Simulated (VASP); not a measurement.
Input of a VASP 6.6.1 run:

Contents of INCAR:

```
SYSTEM = Ge2Cl
  PREC = Accurate
  ENCUT = 600
  EDIFF = 1E-6
  ISMEAR = 0
  SIGMA = 0.1
  LREAL = .FALSE.
  LASPH = .TRUE.
  NELM = 60
  ALGO = Normal
  ISIF = 3
  LWAVE = .FALSE.
  LCHARG = .FALSE.
  GGA = PE
  IBRION = 2
  NSW = 90
  EDIFFG = -0.04
```

Contents of KPOINTS:

```
regular mesh
0
G
  4 4 4
  0 0 0
```

Contents of POSCAR:

```
Ge2Cl
1.0
    4.2064422335      0.0000000000      0.0000000000
    0.0000000000      4.2064422335      0.0000000000
    0.0000000000      0.0000000000      6.4181963037
Ge Cl
4 2
Direct
    0.0000000000      0.0000000000      0.0000000000
    0.5000000000      0.5000000000      0.0000000000
    0.0000000000      0.5000000000      0.2700000000
    0.5000000000      0.0000000000      0.7300000000
    0.0000000000      0.5000000000      0.7000000000
    0.5000000000      0.0000000000      0.3000000000
```

Potentials or basis: VASP PAW PBE potentials, release 64 (Ge_d, Cl).

Command:

```bash
$ cat potpaw_PBE.64/Ge_d/POTCAR potpaw_PBE.64/Cl/POTCAR > POTCAR
$ mpirun -np 1 vasp_std > vasp.out
```

Q: Estimate the space group after relaxing (to 0.1 Å).

A: P4/nmm (No. 129).

Q: Estimate the band gap on the k mesh.

A: Zero (bands 35 and 36 overlap by 1.99 eV).

Q: Predict the relaxed volume.

A: 22.18 Å³/atom.

Step by step:
```
step  energy change (eV)  largest force (eV/Å)  pressure (GPa)  volume (Å³)
   1              0.0000                1.5271           11.63       113.56
   2             -0.9492                0.6290           -1.10       137.61
   3             -0.9503                0.6013           -1.28       138.67
   4             -1.1746                0.4360           -1.43       137.96
   5             -1.4111                0.2305           -0.99       136.31
   6             -1.6015                0.3712            1.24       131.46
   7             -0.9351                1.9715           10.99       116.60
   8             -1.6297                0.7678            2.15       129.25
   9             -1.6714                1.1461            3.74       125.41
  10             -1.8558                1.1120            2.15       129.38
  11             -1.8406                0.7682           -0.81       135.07
  12             -1.9004                0.9983            0.97       131.87
  13             -1.9011                0.9682            0.72       132.30
  14             -1.9646                0.7702            0.36       133.04
  15             -2.0686                0.2564           -0.68       135.26
  16             -2.0797                0.0884           -1.12       136.18
  17             -2.0933                0.0376            0.02       133.07
```

Caveat: the k points lie up to 0.42 Å⁻¹ apart in the final cell, too coarse for converged energies and pressures of a metal; the volume moved by over 15 % at a fixed basis, so the end points are rough.
